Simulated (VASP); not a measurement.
# Al in VASP: settings compared

Al is run at these levels: PBEsol, BLYP+D3(BJ); tasks: single point, relaxation of cell and atoms.

Program: VASP 6.6.1. These are calculated values, not measurements. Logs are shortened: lines on timing, memory, paths and dates and some standing lists are left out, and cuts for length are marked.

## (1) The cell of the first run

Symmetry: Fmmm, No. 69, orthorhombic system. The conventional cell has a = 3.182 Å, b = 4.456 Å, c = 4.546 Å, α = 90.00°, β = 90.00°, γ = 90.00°. Within 3.6 Å of Al (site symmetry mmm) lie 14 Al at 2.74 to 3.18 Å.

## (2) Single point, PBEsol

Contents of INCAR:

```
PREC = Accurate
ENCUT = 520
EDIFF = 1E-6
ISMEAR = -1
SIGMA = 0.05
LREAL = False
LASPH = True
NELM = 80
ALGO = Normal
ISIF = 2
LWAVE = False
LCHARG = False
GGA = PS
NBANDS = 8
```

Contents of KPOINTS:

```
regular mesh
0
Gamma
  10 10 10
```

Contents of POSCAR:

```
Al
1.0
   -1.5753065031      1.5753065031      1.5912186900
    1.5753065031     -1.5753065031      1.5912186900
    1.6071308769      1.6071308769     -1.5912186900
Al
1
Direct
    0.0000000000      0.0000000000      0.0000000000
```

Potentials or basis: VASP PAW PBE potentials, release 64 (Al).

Command:

```console
cat potpaw_PBE.64/Al/POTCAR > POTCAR
mpirun -np 1 vasp_std > vasp.out
```

OUTCAR:

```text
PREC = Accurate
   ENCUT = 520
   EDIFF = 1E-6
   ISMEAR = -1
   LREAL = False
   LASPH = True
   NELM = 80
   ISIF = 2
   GGA = PS

 ion  position               nearest neighbor table
   1  0.000  0.000  0.000-

  LATTYP: Found a face centered orthorhombic cell.
 ALAT       =     3.1824373800
 B/A-ratio  =     1.4000714267
 C/A-ratio  =     1.4283556980

  Lattice vectors:

 A1 = (   3.1824373800,   0.0318243738,   0.0000000000)
 A2 = (   1.6071308769,   1.6071308769,   1.5912186900)
 A3 = (   1.5753065031,  -1.5753065031,   1.5912186900)

Analysis of symmetry for initial positions (statically):
=====================================================================
 Subroutine PRICEL returns:
 Original cell was already a primitive cell.

 Routine SETGRP: Setting up the symmetry group for a
 face centered orthorhombic supercell.

 Subroutine GETGRP returns: Found  8 space group operations
 (whereof  8 operations were pure point group operations)
 out of a pool of  8 trial point group operations.

The static configuration has the point symmetry D_2h.

Analysis of symmetry for dynamics (positions and initial velocities):
=====================================================================
 Subroutine PRICEL returns:
 Original cell was already a primitive cell.

 Routine SETGRP: Setting up the symmetry group for a
 face centered orthorhombic supercell.

 Subroutine GETGRP returns: Found  8 space group operations
 (whereof  8 operations were pure point group operations)
 out of a pool of  8 trial point group operations.

The dynamic configuration has the point symmetry D_2h.

 Subroutine INISYM returns: Found  8 space group operations
 (whereof  8 operations are pure point group operations),
 and found     1 'primitive' translations

----------------------------------------------------------------------------------------

                                     Primitive cell

  volume of cell :      16.1141

  direct lattice vectors                    reciprocal lattice vectors
    -1.575306503  1.575306503  1.591218690    -0.003142560  0.314255990  0.314224565
     1.575306503 -1.575306503  1.591218690     0.314255990 -0.003142560  0.314224565
     1.607130877  1.607130877 -1.591218690     0.311113430  0.311113430  0.000000000

  length of vectors
     2.737728635  2.737728635  2.774475848     0.444413974  0.444413974  0.439980833

  position of ions in fractional coordinates (direct lattice)
     0.000000000  0.000000000  0.000000000

  ion indices of the primitive-cell ions
   primitive index   ion index
                 1           1

----------------------------------------------------------------------------------------

 KPOINTS: regular mesh

Automatic generation of k-mesh.
 Grid dimensions read from file:
 generate k-points for:   10   10   10

 Generating k-lattice:

  Cartesian coordinates                     Fractional coordinates (reciprocal lattice)
    -0.000314256  0.031425599  0.031422456     0.100000000 -0.000000000  0.000000000
     0.031425599 -0.000314256  0.031422456    -0.000000000  0.100000000  0.000000000
     0.031111343  0.031111343  0.000000000     0.000000000  0.000000000  0.100000000

  Length of vectors
     0.044441397  0.044441397  0.043998083

  Shift w.r.t. Gamma in fractional coordinates (k-lattice)
     0.000000000  0.000000000  0.000000000

 Subroutine IBZKPT returns following result:
 ===========================================

 Found    171 irreducible k-points:

 Following reciprocal coordinates:
            Coordinates               Weight
  0.000000  0.000000  0.000000      1.000000
  0.100000  0.000000  0.000000      8.000000
  0.200000  0.000000  0.000000      8.000000
  0.300000 -0.000000  0.000000      8.000000
  0.400000 -0.000000  0.000000      8.000000
  0.500000 -0.000000  0.000000      4.000000
[... 16 lines left out ...]
  0.300000  0.300000  0.000000      4.000000
  0.400000  0.300000  0.000000      8.000000
 [... further k-points ...]
   k-points           NKPTS =    171   k-points in BZ     NKDIM =    171   number of bands    NBANDS=      8
   number of dos      NEDOS =    301   number of ions     NIONS =      1
   total plane-waves  NPLWV =   9600
   dimension x,y,z NGX =    20 NGY =   20 NGZ =   24
   dimension x,y,z NGXF=    40 NGYF=   40 NGZF=   48
   ions per type =               1
   NGX,Y,Z   is equivalent  to a cutoff of  12.14, 12.14, 14.38 a.u.
   NGXF,Y,Z  is equivalent  to a cutoff of  24.29, 24.29, 28.76 a.u.
 SYSTEM =  unknown system
   PREC   = accura    normal or accurate (medium, high low for compatibility)
   ISTART =      0    job   : 0-new  1-cont  2-samecut
   ICHARG =      2    charge: 1-file 2-atom 10-const
   ISPIN  =      1    spin polarized calculation?
   LNONCOLLINEAR =      F non collinear calculations
   LSORBIT =      F    spin-orbit coupling
   LASPH  =      T    aspherical Exc in radial PAW
   ENCUT  =  520.0 eV  38.22 Ry    6.18 a.u.   5.09  5.09  5.16*2*pi/ulx,y,z
   NELM   =     80;   NELMIN=  2; NELMDL= -5     # of ELM steps
   EDIFF  = 0.1E-05   stopping-criterion for ELM
   LREAL  =      F    real-space projection
   EDIFFG = 0.1E-04   stopping-criterion for IOM
   NSW    =      0    number of steps for IOM
   IBRION =     -1    ionic relax: 0-MD 1-quasi-New 2-CG
   NFREE  =      0    steps in history (QN), initial steepest desc. (CG)
   ISIF   =      2    stress and relaxation
   ISYM   =      2    0-nonsym 1-usesym 2-fastsym
   POTIM  = 0.5000    time-step for ionic-motion
   TEBEG  =    0.0;   TEEND  =   0.0 temperature during run
   PSTRESS=    0.0 pullay stress
   NELECT =       3.0000    total number of electrons
   NUPDOWN=      -1.0000    fix difference up-down
   EMIN   =  10.00;   EMAX   =-10.00  energy-range for DOS
[... 5 lines left out ...]
     AMIX     =   0.40;   BMIX     =  1.00
     AMIX_MAG =   1.60;   BMIX_MAG =  1.00
  volume/ion in A,a.u.               =      16.11       108.74
  Fermi-wavevector in a.u.,A,eV,Ry     =   0.934788  1.766493 11.889163  0.873829
  Thomas-Fermi vector in A             =   2.061629
   LORBIT       =      0    0 simple, 1 ext, 2 COOP (PROOUT), +10 PAW based schemes
   GGA     = PS    functional components
   LHFCALC =     F    Hartree Fock is set to
   AEXX    =    0.0000 exact exchange contribution
   IVDW    =     0    specifies the selected vdW correction
   LEPSILON=     F    determine dielectric tensor
   LRPA    =     F    only Hartree local field effects (RPA)
 non-spin polarized calculation
  energy-cutoff  :      520.00
  volume of cell :       16.11
 maximum number of plane-waves:       447
   NGX = 11   NGY = 11   NGZ = 11

 number of electron       3.0000000 magnetization

 Free energy of the ion-electron system (eV)
  ---------------------------------------------------
  ext. energy  EPLUGINS =         0.00000000
  ---------------------------------------------------
  free energy    TOTEN  =        -4.00270100 eV

  energy without entropy =       -3.99994888  energy(sigma->0) =       -4.00132494

 E-fermi :   8.1708     XC(G=0): -10.3466

 val. band max:        8.1238980614   @ k =  -0.4000   0.4000   0.5000
 cond. band min:       8.1798493791   @ k =  -0.2000   0.4000   0.2000
 fundamental gap:      0.0559513176
 Fermi energy:         8.1707932305

 k-point     1 :       0.0000    0.0000    0.0000
  band No.  band energies     occupation
      1      -3.0910      2.00000
      2      21.4472      0.00000
      3      21.5323      0.00000
      4      21.7308      0.00000
      5      22.9391      0.00000
      6      23.2341      0.00000
      7      23.4718      0.00000
      8      24.6732      0.00000

 k-point     2 :       0.1000    0.0000    0.0000
  band No.  band energies     occupation
      1      -2.7988      2.00000
      2      18.7532      0.00000
      3      20.1101      0.00000
      4      20.5279      0.00000
      5      22.1821      0.00000
      6      23.1683      0.00000
      7      24.1601      0.00000
      8      24.8552      0.00000

 k-point     3 :       0.2000    0.0000    0.0000
  band No.  band energies     occupation
      1      -1.9261      2.00000
      2      14.5793      0.00000
      3      18.5397      0.00000
      4      18.8982      0.00000
      5      20.6079      0.00000
      6      21.8535      0.00000
      7      25.4099      0.00000
      8      25.5368      0.00000

 k-point     4 :       0.3000   -0.0000    0.0000
  band No.  band energies     occupation
      1      -0.4837      2.00000
      2      10.6305      0.00000
      3      17.4025      0.00000
      4      17.5888      0.00000
      5      19.3840      0.00000
      6      20.7870      0.00000
      7      26.6393      0.00000
      8      27.0020      0.00000

 k-point     5 :       0.4000   -0.0000    0.0000
  band No.  band energies     occupation
      1       1.5093      2.00000
      2       7.1117      2.00000
      3      16.7208      0.00000
      4      16.7740      0.00000
      5      18.6350      0.00000
      6      20.0809      0.00000
      7      28.0801      0.00000
      8      28.9693      0.00000
[... 177 lines left out ...]
 k-point    22 :      -0.2000    0.2000    0.0000
  band No.  band energies     occupation
      1      -1.9028      2.00000
      2      14.9109      0.00000
      3      18.4236      0.00000
      4      18.9447      0.00000
      5      20.4853      0.00000
      6      21.6419      0.00000
      7      25.0566      0.00000
      8      25.1540      0.00000

 k-point    23 :       0.3000    0.3000    0.0000
  band No.  band energies     occupation
      1       4.5146      2.00000
      2       7.1064      2.00000
      3       7.9776      1.95889
      4      15.2688      0.00000
      5      23.1235      0.00000
      6      23.7054      0.00000
      7      25.9012      0.00000
      8      31.1677      0.00000

 k-point    24 :       0.4000    0.3000    0.0000
  band No.  band energies     occupation
      1       4.6514      2.00000
      2       7.0679      2.00000
      3       7.8884      1.99298
      4      15.3019      0.00000
      5      23.1708      0.00000
      6      23.7006      0.00000
      7      25.7336      0.00000
      8      30.7736      0.00000

 [... further k-points ...]
[... 5 lines left out ...]
  --------------------------------------------------------------------------------------
  -------------------------------------------------------------------------------------
  Total        0.2813267      0.2813267      0.2987030     -0.2731617      0.0000000      0.0000000
  in kB       27.9714789     27.9714789     29.6991448    -27.1596481      0.0000000      0.0000000
  external PRESSURE =      28.5473676 kB  Pullay stress =       0.0000000 kB

 VOLUME and BASIS-vectors are now :
 -----------------------------------------------------------------------------
  energy-cutoff  :      520.00
  volume of cell :       16.11
      direct lattice vectors                 reciprocal lattice vectors
    -1.575306503  1.575306503  1.591218690    -0.003142560  0.314255990  0.314224565
     1.575306503 -1.575306503  1.591218690     0.314255990 -0.003142560  0.314224565
     1.607130877  1.607130877 -1.591218690     0.311113430  0.311113430  0.000000000

 POSITION                                       TOTAL-FORCE (eV/Angst)
 -----------------------------------------------------------------------------------
      0.00000      0.00000      0.00000         0.000000      0.000000      0.000000
 -----------------------------------------------------------------------------------
    total drift:                                0.000000      0.000000      0.000000

  FREE ENERGIE OF THE ION-ELECTRON SYSTEM (eV)
  ---------------------------------------------------
  free  energy   TOTEN  =        -4.0027010045 eV

  energy  without entropy=       -3.9999488842  energy(sigma->0) =       -4.00132494
```

It took 21 s on 1 thread of Intel Xeon 8259CL, shared host; peak memory 0.13 GiB.

What came out:

* Free energy: -4.0027 eV
* Pressure: 2.9 GPa

Levels at points of the mesh, in eV from the Fermi level:
```tsv
k point	band 1	band 2	band 3	band 4	band 5	band 6
(0.00, 0.00, 0.00)	-11.26	13.28	13.36	13.56	14.77	15.06
(0.50, 0.00, 0.00)	-4.38	-3.85	8.33	8.33	10.21	11.66
(0.50, 0.50, 0.00)	-4.28	-3.66	8.17	8.29	10.06	11.45
(0.00, 0.00, 0.50)	-4.47	-4.04	8.39	8.56	10.27	11.84
(0.50, 0.50, 0.50)	1.84	1.94	2.04	2.97	2.97	5.91
```

Caveat: the PAW data sets were made with another functional, which shifts forces and pressure a little.

[end of part 1 of 2]
